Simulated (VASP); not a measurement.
A run of VASP 6.6.1 is set up as follows.

The input INCAR:

```
PREC = Accurate ; ENCUT = 400
EDIFF = 1E-6 ; ISMEAR = -1
SIGMA = 0.05 ; LREAL = Auto
LASPH = T ; NELM = 120
ALGO = Normal ; ISIF = 2
LWAVE = F ; LCHARG = T
GGA = PS ; LELF = T
LVHAR = T ; NELECT = 572.0
ISYM = 0 ; NBANDS = 325
GGA_COMPAT = F
```

File KPOINTS:

```
Automatic mesh
0
Gamma
  1 1 1
  0.25 0.25 0.25
```

Contents of POSCAR:

```
HfZn31S32
1.0
   10.7125360000      0.0000000000      0.0000000000
    0.0000000000     10.7125360000      0.0000000000
    0.0000000000      0.0000000000     10.7125360000
Zn Hf S
31 1 32
Direct
    0.0002600000      0.0004060000      0.0007080000
    0.9998530000      0.0000310000      0.5005070000
    0.9998640000      0.5002210000      0.0003220000
    0.0004280000      0.5004180000      0.5007120000
    0.5000480000      0.0000300000      0.0003010000
    0.5002730000      0.0006260000      0.5007250000
    0.5002680000      0.5004130000      0.0008890000
    0.2493300000      0.2495050000      0.0009490000
    0.2435690000      0.2437610000      0.4959410000
    0.2492260000      0.7513490000      0.0005910000
    0.2434920000      0.7574420000      0.5062680000
    0.7511910000      0.2493810000      0.0006000000
    0.7572220000      0.2437120000      0.5062460000
    0.7512060000      0.7513580000      0.0006890000
    0.7562500000      0.7564220000      0.4954620000
    0.2493250000      0.0006520000      0.2497910000
    0.2492460000      0.0003230000      0.7516480000
    0.2436180000      0.4957130000      0.2440780000
    0.2434880000      0.5060120000      0.7577210000
    0.7512040000      0.0003280000      0.2496980000
    0.7511900000      0.0003960000      0.7516600000
    0.7572290000      0.5059900000      0.2439690000
    0.7562400000      0.4951960000      0.7566950000
    0.0004840000      0.2495110000      0.2497700000
    0.0001580000      0.2493860000      0.7516330000
    0.0001440000      0.7513360000      0.2496670000
    0.0002380000      0.7513610000      0.7516460000
    0.4954890000      0.2437410000      0.2440160000
    0.5057810000      0.2437260000      0.7576680000
    0.5058180000      0.7574490000      0.2439410000
    0.4950270000      0.7564010000      0.7566830000
    0.4977810000      0.4980230000      0.4982470000
    0.1248870000      0.1250550000      0.1253410000
    0.1240460000      0.1241980000      0.6262030000
    0.1240490000      0.6259220000      0.1244910000
    0.1240610000      0.6252330000      0.6255070000
    0.6257550000      0.1241960000      0.1244900000
    0.6250750000      0.1242300000      0.6255300000
    0.6250610000      0.6252400000      0.1245190000
    0.6269700000      0.6270720000      0.6274170000
    0.3750700000      0.3752360000      0.1247010000
    0.3704830000      0.3706970000      0.6310900000
    0.3741350000      0.8758620000      0.1247740000
    0.3751910000      0.8764300000      0.6255720000
    0.8756810000      0.3743150000      0.1247690000
    0.8762500000      0.3753540000      0.6255590000
    0.8751460000      0.8753040000      0.1253010000
    0.8752320000      0.8754100000      0.6263170000
    0.3750660000      0.1243800000      0.3755190000
    0.3741430000      0.1245040000      0.8761540000
    0.3704620000      0.6308340000      0.3709090000
    0.3752070000      0.6252780000      0.8767070000
    0.8757060000      0.1244990000      0.3746000000
    0.8751500000      0.1250050000      0.8755910000
    0.8762470000      0.6252700000      0.3756450000
    0.8752610000      0.6260410000      0.8757040000
    0.1242390000      0.3752390000      0.3755160000
    0.1243200000      0.3743080000      0.8761410000
    0.1243110000      0.8758490000      0.3745940000
    0.1248400000      0.8753070000      0.8755950000
    0.6306240000      0.3706910000      0.3709490000
    0.6251100000      0.3753560000      0.8767000000
    0.6251210000      0.8764320000      0.3756370000
    0.6258540000      0.8753940000      0.8756890000
```

Potentials or basis: VASP PAW PBE potentials, release 64 (Zn, Hf_pv, S).

Launch:

```bash
$ cat potpaw_PBE.64/Zn/POTCAR potpaw_PBE.64/Hf_pv/POTCAR potpaw_PBE.64/S/POTCAR > POTCAR
$ mpirun -np 1 vasp_std > vasp.out
```

What does it give for the largest force?

0.104 eV/Å.

Forces on the atoms (eV/Å):
```
Zn  -0.018 -0.017 -0.019
Zn  -0.015 -0.017 -0.008
Zn  -0.015 -0.008 -0.017
Zn  -0.016 -0.019 -0.021
Zn  -0.007 -0.017 -0.017
Zn  -0.019 -0.018 -0.021
Zn  -0.018 -0.019 -0.018
Zn  -0.013 -0.013 -0.017
Zn  -0.007 -0.010 -0.011
Zn  -0.016 -0.013 -0.013
Zn  -0.022 -0.010 -0.008
Zn  -0.014 -0.015 -0.014
Zn  -0.009 -0.024 -0.008
Zn  -0.016 -0.015 -0.012
Zn  -0.018 -0.018 -0.011
Zn  -0.012 -0.018 -0.013
Zn  -0.018 -0.014 -0.012
Zn  -0.010 -0.015 -0.012
Zn  -0.023 -0.009 -0.010
Zn  -0.014 -0.014 -0.016
Zn  -0.015 -0.012 -0.015
Zn  -0.009 -0.008 -0.023
Zn  -0.016 -0.013 -0.016
Zn  -0.017 -0.012 -0.012
Zn  -0.014 -0.016 -0.013
Zn  -0.014 -0.013 -0.015
Zn  -0.013 -0.014 -0.016
Zn  -0.012 -0.009 -0.008
Zn  -0.008 -0.025 -0.010
Zn  -0.008 -0.010 -0.022
Zn  -0.013 -0.018 -0.018
Hf   0.060  0.059  0.061
S    0.016  0.016  0.016
S    0.015  0.015  0.022
S    0.014  0.021  0.015
S    0.017  0.018  0.018
S    0.023  0.014  0.014
S    0.017  0.020  0.017
S    0.017  0.017  0.017
S    0.002  0.007  0.002
S    0.019  0.022  0.017
S    0.013  0.014 -0.068
S    0.007  0.019  0.018
S    0.015  0.012  0.008
S    0.017  0.008  0.020
S    0.013  0.014  0.010
S    0.013  0.014  0.015
S    0.015  0.014  0.008
S    0.021  0.019  0.022
S    0.009  0.020  0.016
S    0.016 -0.064  0.016
S    0.013  0.009  0.013
S    0.016  0.020  0.009
S    0.014  0.014  0.015
S    0.013  0.009  0.014
S    0.012  0.007  0.013
S    0.017  0.022  0.020
S    0.019  0.009  0.019
S    0.018  0.019  0.008
S    0.016  0.014  0.014
S   -0.069  0.013  0.014
S    0.010  0.013  0.014
S    0.007  0.012  0.015
S    0.009  0.014  0.015
```

Caveat: the cell carries a net charge on a neutralising background, which shifts energy and pressure; the PAW data sets were made with another functional, which shifts forces and pressure a little.
